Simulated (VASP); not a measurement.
Runs of VASP 6.6.1 on BaTiO3. The structure is that of space group Pm-3m (No. 221), or close to it. The cells are those of the table. 

```csv
cell,smearing,gap on the mesh (eV),pressure (GPa),largest force (eV/Å)
"a = 3.991 Å, angles 89.8°, 5 atoms",gaussian 0.02 eV,2.31,9.2,(b)
"a = 4.052 Å, angles 89.8°, 5 atoms",gaussian 0.02 eV,2.62,3.4,0.60
"a = 3.930 Å, angles 89.8°, 5 atoms",tetrahedron,2.33,18.8,0.01
"a = 3.930 Å, angles 89.8°, 5 atoms",gaussian 0.02 eV,2.33,18.8,0.01
"a = 3.869 Å, angles 89.8°, 5 atoms",gaussian 0.02 eV,(a),31.0,0.01
```

Alike in all rows: task single point; level PBE+U; potentials or basis VASP PAW PBE potentials, release 64 (Ba_sv, Ti_sv, O); no spin polarisation; Ti d U = 4.0 eV; k mesh 6 × 6 × 6; cutoff (eV) 520.

Q: Fill in the values left out.

A: (a) 2.44; (b) 0.26.

Caveats: spin-orbit coupling is left out, which moves the levels of the heavy elements.

A k mesh can miss the band edges, and the runs leave out spin-orbit coupling on Ba.
